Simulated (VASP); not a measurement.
Here is a VASP 6.6.1 calculation.

Contents of INCAR:

```
ALGO     = Normal         # electronic algorithm
EDIFF    = 1E-6           # SCF threshold, eV
ENCUT    = 520            # plane-wave cutoff, eV
ISIF     = 2              # what is computed and relaxed
ISMEAR   = -1             # smearing method
LASPH    = T              # aspherical terms in the spheres
LCHARG   = T              # write CHGCAR
LELF     = T              # ELF
LREAL    = F              # projectors in reciprocal space
LVHAR    = T            
LWAVE    = F              # write WAVECAR
NBANDS   = 18             # bands
NELM     = 100            # most SCF steps
PREC     = Accurate       # precision mode
SIGMA    = 0.05           # smearing width, eV
```

KPOINTS

```
k-points
0
Gamma
  7 7 7
```

File POSCAR:

```
Al3Pd
1.0
    3.9469100000      0.0000000000      0.0000000000
    0.0000000000      3.9469100000      0.0000000000
    0.0000000000      0.0000000000      3.9469100000
Pd Al
1 3
Direct
    0.0000000000      0.0000000000      0.0000000000
    0.5000000000      0.5000000000      0.0000000000
    0.5000000000      0.0000000000      0.5000000000
    0.0000000000      0.5000000000      0.5000000000
```

Potentials or basis: VASP PAW LDA potentials, release 64 (Pd, Al).

Launch:

```console
$ cat potpaw_LDA.64/Pd/POTCAR potpaw_LDA.64/Al/POTCAR > POTCAR
$ mpirun -np 1 vasp_std > vasp.out
```

Q: Estimate the pressure.

A: -4.6 GPa.
